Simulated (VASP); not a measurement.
Zr2N: single point with r2SCAN

The system is Zr2N.

```
CELL_PARAMETERS angstrom
5.41300 0.00000 0.00000
0.00000 5.41300 0.00000
0.00000 0.00000 3.30779
ATOMIC_POSITIONS crystal
Zr 0.29613 0.29613 0.00000
Zr 0.70387 0.70387 0.00000
Zr 0.79613 0.20387 0.50000
Zr 0.20387 0.79613 0.50000
N 0.00000 0.00000 0.00000
N 0.50000 0.50000 0.50000
```

```json
{"Program": "VASP 6.6.1", "Task": "single point", "Functional": "r2SCAN", "Potentials or basis": "VASP PAW PBE potentials, release 64 (Zr_sv, N)", "Cutoff": "520 eV", "k mesh": "6 × 6 × 8, shifted", "Occupations": "gaussian, width 0.1 eV", "Spin": "no spin polarisation"}
```

- Pressure: -0.1 GPa
- Largest force: 0.021 eV/Å
- Band gap on the k mesh: zero (band 29 reaches 10.84 eV, above the bottom of band 30 at 8.90 eV)

Forces on the atoms (eV/Å):
```
Zr   0.015  0.015  0.000
Zr  -0.015 -0.015  0.000
Zr   0.015 -0.015  0.000
Zr  -0.015  0.015  0.000
N    0.000  0.000  0.000
N    0.000  0.000  0.000
```

Stress tensor (GPa, compression positive):
```
 0.24  0.00  0.00
 0.00  0.24  0.00
 0.00  0.00 -0.65
```

Levels at points of the mesh, in eV from the Fermi level:
```tsv
k point	band 27	band 28	band 29	band 30	band 31	band 32
(0.08, 0.08, 0.06)	-0.13	0.49	0.53	0.77	1.15	1.69
```

Wall time 3.2 min on 1 thread of Intel(R) Xeon(R) 6975P-C (Granite Rapids), on a shared host, peak memory 0.24 GiB.

Caveat: the PAW data sets were made with another functional, which shifts forces and pressure a little.
